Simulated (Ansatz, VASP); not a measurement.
## SiC in VASP and in Ansatz

```
Si C
1.0
     0.00000    2.17805    2.17805
     2.17805    0.00000    2.17805
     2.17805    2.17805    0.00000
Si C
1 1
Direct
  0.00000 0.00000 0.00000
  0.25000 0.25000 0.25000
```

Alike in both runs: task single point; functional LDA; k mesh 8 × 8 × 8; no spin polarisation.

```csv
,VASP,Ansatz
version,VASP 6.6.1,Ansatz 0.2.0
potentials or method,"VASP PAW LDA potentials, release 64 (Si, C)",plane waves
plane-wave cutoff (eV),600,420
occupations,"gaussian, width 0.01 eV",fixed
valence electrons in the cell,8,8
```

|  | VASP | Ansatz | Ansatz less VASP |
| --- | --- | --- | --- |
| gap on the k mesh at the Fermi level (eV) | 1.30 | 1.32 | +0.012 |
| pressure (GPa) | -3.9 | -4.1 | -0.26 |

LDA's correlation is that of Perdew and Zunger in VASP and of Perdew and Wang (1992) in Ansatz.
